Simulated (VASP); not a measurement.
Runs of VASP 6.6.1 on MoS2. The structure is that of space group P6_3/mmc (No. 194), or close to it. The cells are those of the table. 

```csv
level,cell,k mesh,smearing,gap on the mesh (eV),pressure (GPa),largest force (eV/Å)
RPBE+D3(BJ),"a = 3.169, b = 3.169, c = 12.324 Å, angles 90.0, 90.0, 120.0°, 6 atoms",10 × 10 × 3,fermi-dirac 0.05 eV,0.99,(d),0.56
PBEsol+D3(BJ),"a = 3.109, b = 3.109, c = 11.708 Å, angles 90.0, 90.0, 120.0°, 6 atoms",10 × 10 × 3,fermi-dirac 0.05 eV,0.59,0.0,-
RPBE,"a = 3.169, b = 3.169, c = 12.324 Å, angles 90.0, 90.0, 120.0°, 6 atoms",10 × 10 × 3,fermi-dirac 0.05 eV,0.99,4.5,0.02
PBE,"a = 3.211, b = 3.211, c = 12.486 Å, angles 90.0, 90.0, 120.0°, 6 atoms",10 × 10 × 3,fermi-dirac 0.05 eV,0.97,-3.6,0.66
PBEsol+D3(BJ),"a = 3.115, b = 3.115, c = 11.793 Å, angles 90.0, 90.0, 120.0°, 6 atoms",10 × 10 × 3,fermi-dirac 0.05 eV,0.64,-0.7,0.01
PBE+D3(BJ),"a = 3.169, b = 3.169, c = 12.324 Å, angles 90.0, 90.0, 120.0°, 6 atoms",10 × 10 × 3,fermi-dirac 0.05 eV,0.94,-2.0,0.07
RPBE+D3(BJ),"a = 3.190, b = 3.190, c = 12.406 Å, angles 90.0, 90.0, 120.0°, 6 atoms",10 × 10 × 3,fermi-dirac 0.05 eV,1.00,(a),0.87
PBEsol,"a = 3.169, b = 3.169, c = 12.324 Å, angles 90.0, 90.0, 120.0°, 6 atoms",6 × 6 × 2,fermi-dirac 0.03 eV,0.86,(b),0.31
PBE+D4,"a = 3.126, b = 3.126, c = 12.157 Å, angles 90.0, 90.0, 120.0°, 6 atoms",10 × 10 × 3,fermi-dirac 0.05 eV,0.90,4.8,0.59
RPBE+D3(BJ),"a = 3.126, b = 3.126, c = 12.157 Å, angles 90.0, 90.0, 120.0°, 6 atoms",10 × 10 × 3,fermi-dirac 0.05 eV,0.95,-9.5,0.15
PBEsol,"a = 3.190, b = 3.190, c = 12.406 Å, angles 90.0, 90.0, 120.0°, 6 atoms",10 × 10 × 3,fermi-dirac 0.05 eV,0.92,-5.7,0.61
PBEsol,"a = 3.211, b = 3.211, c = 12.486 Å, angles 90.0, 90.0, 120.0°, 6 atoms",10 × 10 × 3,fermi-dirac 0.05 eV,0.93,(c),0.89
```

Alike in all rows: task single point; potentials or basis VASP PAW PBE potentials, release 64 (Mo_sv, S); no spin polarisation; cutoff (eV) 520.

Question: Estimate the missing entries.

Answer: (a) -17.2; (b) -3.0; (c) -8.1; (d) -14.9.

Caveats: the PAW data sets were made with another functional, which shifts forces and pressure a little (some runs); this functional lacks dispersion, which binds the layers, so the pressure and a relaxed spacing across them are unreliable (some runs); three body term missing (some runs).

A k mesh can miss the band edges, and the runs leave out spin-orbit coupling on Mo.
